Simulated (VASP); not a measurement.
# LiCl (P6_3/mmc) in VASP: notebook, part 2 of 2

VASP 6.6.1. Earlier steps stand in the parts before.

## 3. Single point, PBE

This run uses another cell than the first one, of 17.06 Å³/atom, 1.031 times its volume.

INCAR

```
  ALGO = Normal
  EDIFF = 1E-6
  ENCUT = 520
  GGA = PE
  ISIF = 2
  ISMEAR = 0
  LASPH = T
  LCHARG = F
  LREAL = F
  LWAVE = F
  NBANDS = 30
  NELM = 100
  PREC = Accurate
  SIGMA = 0.02
```

KPOINTS

```
k-points
0
Gamma
  6 6 2
```

POSCAR

```
LiCl
1.0
    3.6212689448      0.0000000000      0.0000000000
   -1.8106344724      3.1361109001      0.0000000000
    0.0000000000      0.0000000000     12.0206808267
Li Cl
4 4
Direct
    0.3333333333      0.6666666667      0.8767234304
    0.6666666667      0.3333333333      0.1232765696
    0.6666666667      0.3333333333      0.3767234304
    0.3333333333      0.6666666667      0.6232765696
    0.6666666667      0.3333333333      0.7500000000
    0.0000000000      0.0000000000      0.0000000000
    0.3333333333      0.6666666667      0.2500000000
    0.0000000000      0.0000000000      0.5000000000
```

Potentials or basis: VASP PAW PBE potentials, release 64 (Li_sv, Cl).

Run with:

```console
$ cat potpaw_PBE.64/Li_sv/POTCAR potpaw_PBE.64/Cl/POTCAR > POTCAR
$ mpirun -np 1 vasp_std > vasp.out
```

OUTCAR:

```text
EDIFF = 1E-6
   ENCUT = 520
   GGA = PE
   ISIF = 2
   ISMEAR = 0
   LASPH = T
   LREAL = F
   NELM = 100
   PREC = Accurate

 ion  position               nearest neighbor table
   1  0.333  0.667  0.877-   6 2.56   6 2.56   6 2.56   5 2.59   5 2.59   5 2.59
   2  0.667  0.333  0.123-   6 2.56   6 2.56   6 2.56   7 2.59   7 2.59   7 2.59
   3  0.667  0.333  0.377-   8 2.56   8 2.56   8 2.56   7 2.59   7 2.59   7 2.59
   4  0.333  0.667  0.623-   8 2.56   8 2.56   8 2.56   5 2.59   5 2.59   5 2.59
   5  0.667  0.333  0.750-   1 2.59   4 2.59   1 2.59   4 2.59   1 2.59   4 2.59
   6  0.000  0.000  0.000-   1 2.56   2 2.56   1 2.56   2 2.56   2 2.56   1 2.56
   7  0.333  0.667  0.250-   2 2.59   3 2.59   2 2.59   3 2.59   2 2.59   3 2.59
   8  0.000  0.000  0.500-   3 2.56   4 2.56   4 2.56   3 2.56   3 2.56   4 2.56

  LATTYP: Found a hexagonal cell.
 ALAT       =     3.6212689448
 C/A-ratio  =     3.3194664660

  Lattice vectors:

 A1 = (   3.6212689448,   0.0000000000,   0.0000000000)
 A2 = (  -1.8106344724,   3.1361109001,   0.0000000000)
 A3 = (   0.0000000000,   0.0000000000,  12.0206808267)

Analysis of symmetry for initial positions (statically):
=====================================================================
 Subroutine PRICEL returns:
 Original cell was already a primitive cell.

 Routine SETGRP: Setting up the symmetry group for a
 hexagonal supercell.

 Subroutine GETGRP returns: Found 24 space group operations
 (whereof 12 operations were pure point group operations)
 out of a pool of 24 trial point group operations.

The static configuration has the point symmetry D_3d.
 The point group associated with its full space group is D_6h.

Analysis of symmetry for dynamics (positions and initial velocities):
=====================================================================
 Subroutine PRICEL returns:
 Original cell was already a primitive cell.

 Routine SETGRP: Setting up the symmetry group for a
 hexagonal supercell.

[... 130 lines left out ...]
   LORBIT       =      0    0 simple, 1 ext, 2 COOP (PROOUT), +10 PAW based schemes
   GGA     = PE    functional components
   LHFCALC =     F    Hartree Fock is set to
   AEXX    =    0.0000 exact exchange contribution
   IVDW    =     0    specifies the selected vdW correction
   LEPSILON=     F    determine dielectric tensor
   LRPA    =     F    only Hartree local field effects (RPA)
 non-spin polarized calculation
 Gauss-broadening in eV      SIGMA  =   0.02
  energy-cutoff  :      520.00
  volume of cell :      136.52
 maximum number of plane-waves:      3692
 NGX is ok and might be reduce to    28
   NGX = 13   NGY = 13   NGZ = 45

 number of electron      40.0000003 magnetization

 Free energy of the ion-electron system (eV)
  ---------------------------------------------------
  ext. energy  EPLUGINS =         0.00000000
  ---------------------------------------------------
  free energy    TOTEN  =       -29.48381978 eV

  energy without entropy =      -29.48381978  energy(sigma->0) =      -29.48381978

 E-fermi :   0.7809     XC(G=0):  -8.6799

 val. band max:        0.5383360370   @ k =   0.0000   0.0000   0.0000
 cond. band min:       6.7657073433   @ k =   0.0000   0.0000   0.0000
 fundamental gap:      6.2273713063
 Fermi energy:         0.7809403565

 k-point     1 :       0.0000    0.0000    0.0000
  band No.  band energies     occupation
      1     -43.0656      2.00000
      2     -43.0642      2.00000
      3     -43.0623      2.00000
      4     -43.0609      2.00000
      5     -12.8775      2.00000
      6     -12.6893      2.00000
[... 451 lines left out ...]
     29      11.0465      0.00000
     30      11.0486      0.00000

------------------------ aborting loop because EDIFF is reached ----------------------------------------

  FORCE on cell =-STRESS in cart. coord.  units (eV):
  Direction    XX          YY          ZZ          XY          YZ          ZX
  --------------------------------------------------------------------------------------
  -------------------------------------------------------------------------------------
  Total       -0.0827592     -0.0827592     -0.0801966     -0.0000000      0.0000000     -0.0000000
  in kB       -0.9712824     -0.9712824     -0.9412070     -0.0000000      0.0000000     -0.0000000
  external PRESSURE =      -0.9612572 kB  Pullay stress =       0.0000000 kB

 VOLUME and BASIS-vectors are now :
 -----------------------------------------------------------------------------
  energy-cutoff  :      520.00
  volume of cell :      136.52
      direct lattice vectors                 reciprocal lattice vectors
     3.621268945  0.000000000  0.000000000     0.276146294  0.159433137  0.000000000
    -1.810634472  3.136110900  0.000000000     0.000000000  0.318866275  0.000000000
     0.000000000  0.000000000 12.020680827     0.000000000  0.000000000  0.083189964

 POSITION                                       TOTAL-FORCE (eV/Angst)
 -----------------------------------------------------------------------------------
     -0.00000      2.09074     10.53881        -0.000000      0.000000     -0.000014
      1.81063      1.04537      1.48187         0.000000     -0.000000      0.000014
      1.81063      1.04537      4.52847         0.000000     -0.000000     -0.000014
     -0.00000      2.09074      7.49221        -0.000000      0.000000      0.000014
      1.81063      1.04537      9.01551         0.000000     -0.000000      0.000000
      0.00000      0.00000      0.00000        -0.000000     -0.000000      0.000000
     -0.00000      2.09074      3.00517        -0.000000      0.000000      0.000000
      0.00000      0.00000      6.01034        -0.000000     -0.000000      0.000000
 -----------------------------------------------------------------------------------
    total drift:                               -0.000000      0.000000     -0.000000

  FREE ENERGIE OF THE ION-ELECTRON SYSTEM (eV)
  ---------------------------------------------------
  free  energy   TOTEN  =       -29.4838197843 eV

  energy  without entropy=      -29.4838197843  energy(sigma->0) =      -29.48381978
```

Run time: 24 s. Hardware: 1 thread of Intel Xeon 6975P-C (Granite Rapids), shared host; peak memory 0.25 GiB.

What came out:

- Free energy: -29.4838 eV
- Band gap on the k mesh: 6.23 eV, direct

Levels at points of the mesh, in eV from the valence-band top:
```tsv
k point	band 18	band 19	band 20	band 21	band 22	band 23
(0.00, 0.00, 0.00)	-0.06	0.00	0.00	6.23	6.72	7.12
(0.50, 0.00, 0.00)	-0.64	-0.45	-0.29	6.79	7.44	8.14
(0.00, 0.00, 0.50)	-0.03	-0.03	-0.03	6.68	6.68	6.89
(0.50, 0.00, 0.50)	-0.70	-0.41	-0.41	7.23	7.23	8.12
```

Caveat: the cutoff is under 1.25 times the usual one of these potentials, so pressure, stress and relaxed cells hold a basis-set (Pulay) error.

## 4. Single point, PBE (volume scaled by 1.03, then relaxed in part)

INCAR

```
ALGO = Normal ; EDIFF = 1E-6
ENCUT = 520 ; GGA = PE
ISIF = 2 ; ISMEAR = 0
LASPH = T ; LCHARG = F
LREAL = F ; LWAVE = F
NBANDS = 30 ; NELM = 80
PREC = Accurate ; SIGMA = 0.02
```

KPOINTS is that of step 3.

POSCAR, as its differences from that of step 3:

```diff
@@ -2,5 +2,5 @@
 1.0
-    3.6212689448      0.0000000000      0.0000000000
-   -1.8106344724      3.1361109001      0.0000000000
-    0.0000000000      0.0000000000     12.0206808267
+    3.6571254247      0.0000000000      0.0000000000
+   -1.8285627123      3.1671635226      0.0000000000
+    0.0000000000      0.0000000000     12.1397052093
 Li Cl
```

Potentials or basis: VASP PAW PBE potentials, release 64 (Li_sv, Cl).

Run with:

```console
$ cat potpaw_PBE.64/Li_sv/POTCAR potpaw_PBE.64/Cl/POTCAR > POTCAR
$ mpirun -np 1 vasp_std > vasp.out
```

OUTCAR:

```text
EDIFF = 1E-6
   ENCUT = 520
   GGA = PE
   ISIF = 2
   ISMEAR = 0
   LASPH = T
   LREAL = F
   NELM = 80
   PREC = Accurate

 ion  position               nearest neighbor table
   1  0.333  0.667  0.877-   6 2.59   6 2.59   6 2.59   5 2.61   5 2.61   5 2.61
   2  0.667  0.333  0.123-   6 2.59   6 2.59   6 2.59   7 2.61   7 2.61   7 2.61
   3  0.667  0.333  0.377-   8 2.59   8 2.59   8 2.59   7 2.61   7 2.61   7 2.61
   4  0.333  0.667  0.623-   8 2.59   8 2.59   8 2.59   5 2.61   5 2.61   5 2.61
   5  0.667  0.333  0.750-   1 2.61   4 2.61   1 2.61   4 2.61   1 2.61   4 2.61
   6  0.000  0.000  0.000-   1 2.59   2 2.59   1 2.59   2 2.59   2 2.59   1 2.59
   7  0.333  0.667  0.250-   2 2.61   3 2.61   2 2.61   3 2.61   2 2.61   3 2.61
[... 666 lines left out ...]
  in kB       -9.9363114     -9.9363114     -9.7189866     -0.0000000     -0.0000000      0.0000000
  external PRESSURE =      -9.8638698 kB  Pullay stress =       0.0000000 kB

 VOLUME and BASIS-vectors are now :
 -----------------------------------------------------------------------------
  energy-cutoff  :      520.00
  volume of cell :      140.61
      direct lattice vectors                 reciprocal lattice vectors
     3.657125425  0.000000000  0.000000000     0.273438803  0.157869967  0.000000000
    -1.828562712  3.167163523  0.000000000     0.000000000  0.315739933  0.000000000
     0.000000000  0.000000000 12.139705209     0.000000000  0.000000000  0.082374323

 POSITION                                       TOTAL-FORCE (eV/Angst)
 -----------------------------------------------------------------------------------
     -0.00000      2.11144     10.64316        -0.000000      0.000000      0.002310
      1.82856      1.05572      1.49654         0.000000      0.000000     -0.002310
      1.82856      1.05572      4.57331         0.000000     -0.000000      0.002310
     -0.00000      2.11144      7.56639        -0.000000      0.000000     -0.002310
      1.82856      1.05572      9.10478         0.000000     -0.000000      0.000000
      0.00000      0.00000      0.00000         0.000000      0.000000      0.000000
     -0.00000      2.11144      3.03493         0.000000      0.000000      0.000000
      0.00000      0.00000      6.06985         0.000000      0.000000      0.000000
 -----------------------------------------------------------------------------------
    total drift:                               -0.000000      0.000000     -0.000000

  FREE ENERGIE OF THE ION-ELECTRON SYSTEM (eV)
  ---------------------------------------------------
  free  energy   TOTEN  =       -29.4717854177 eV

  energy  without entropy=      -29.4717854177  energy(sigma->0) =      -29.47178542
```

Wall time 26 s (1 thread of Intel Xeon 6975P-C (Granite Rapids), shared host); peak memory 0.25 GiB.

What came out:

```
Free energy            : -29.4718 eV
Band gap on the k mesh : 6.06 eV, direct
```

Forces on the atoms (eV/Å):
```
Li   0.000  0.000  0.002
Li   0.000  0.000 -0.002
Li   0.000  0.000  0.002
Li   0.000  0.000 -0.002
Cl   0.000  0.000  0.000
Cl   0.000  0.000  0.000
Cl   0.000  0.000  0.000
Cl   0.000  0.000  0.000
```

Caveat: the cell differs from its parent crystal (volume scaled by 1.03, then relaxed in part); the cutoff is under 1.25 times the usual one of these potentials, so pressure, stress and relaxed cells hold a basis-set (Pulay) error. A k mesh can miss the band edges.

## 5. Single point, PBE (volume scaled by 1.06, then relaxed in part)

INCAR

```
SYSTEM = LiCl
  PREC = Accurate
  ENCUT = 520
  EDIFF = 1E-6
  ISMEAR = 0
  SIGMA = 0.02
  LREAL = .False.
  LASPH = .True.
  NELM = 100
  ALGO = Normal
  ISIF = 2
  LWAVE = .False.
  LCHARG = .False.
  GGA = PE
  NBANDS = 30
```

KPOINTS

```
regular mesh
0
Gamma
  6 6 2
  0 0 0
```

POSCAR, as its differences from that of step 4:

```diff
@@ -2,5 +2,5 @@
 1.0
-    3.6571254247      0.0000000000      0.0000000000
-   -1.8285627123      3.1671635226      0.0000000000
-    0.0000000000      0.0000000000     12.1397052093
+    3.6922922495      0.0000000000      0.0000000000
+   -1.8461461247      3.1976188863      0.0000000000
+    0.0000000000      0.0000000000     12.2564403051
 Li Cl
```

Run with:

```console
$ cat potpaw_PBE.64/Li_sv/POTCAR potpaw_PBE.64/Cl/POTCAR > POTCAR
$ mpirun -np 1 vasp_std > vasp.out
```

Run time: 26 s. Hardware: 1 thread of Intel Xeon 6975P-C (Granite Rapids), shared host; peak memory 0.26 GiB.

It converged, with:

- Free energy: -29.4390 eV
- Largest force: 0.004 eV/Å
- Band gap on the k mesh: 5.91 eV, direct

Forces on the atoms (eV/Å):
```
Li   0.000  0.000  0.004
Li   0.000  0.000 -0.004
Li   0.000  0.000  0.004
Li   0.000  0.000 -0.004
Cl   0.000  0.000  0.000
Cl   0.000  0.000  0.000
Cl   0.000  0.000  0.000
Cl   0.000  0.000  0.000
```

Levels at points of the mesh, in eV from the valence-band top:
```csv
k point,band 17,band 18,band 19,band 20,band 21,band 22,band 23,band 24
"(0.00, 0.00, 0.00)",-0.05,-0.05,0.00,0.00,5.91,6.64,6.88,6.89
"(0.50, 0.00, 0.00)",-0.73,-0.57,-0.41,-0.26,6.72,7.33,8.06,8.10
"(0.00, 0.00, 0.50)",-0.02,-0.02,-0.02,-0.02,6.36,6.36,6.78,6.78
"(0.50, 0.00, 0.50)",-0.64,-0.64,-0.38,-0.38,7.13,7.13,8.00,8.00
```

Caveat: the cell differs from its parent crystal (volume scaled by 1.06, then relaxed in part); the cutoff is under 1.25 times the usual one of these potentials, so pressure, stress and relaxed cells hold a basis-set (Pulay) error.

## 6. Summary

```csv
cell,gap on the mesh (eV)
"a = 3.585, b = 3.585, c = 11.899 Å, angles 90.0, 90.0, 120.0°, 8 atoms",6.40
"a = 3.621, b = 3.621, c = 12.021 Å, angles 90.0, 90.0, 120.0°, 8 atoms",6.23
"a = 3.657, b = 3.657, c = 12.140 Å, angles 90.0, 90.0, 120.0°, 8 atoms",6.06
"a = 3.692, b = 3.692, c = 12.256 Å, angles 90.0, 90.0, 120.0°, 8 atoms",5.91
```

Alike in all rows: task single point; level PBE; potentials or basis VASP PAW PBE potentials, release 64 (Li_sv, Cl); no spin polarisation; k mesh 6 × 6 × 2; cutoff (eV) 520; smearing gaussian 0.02 eV.

Caveats: the cutoff is under 1.25 times the usual one of these potentials, so pressure, stress and relaxed cells hold a basis-set (Pulay) error.

Total energies depend on the potentials used, so only differences within one code and one set of settings carry meaning.
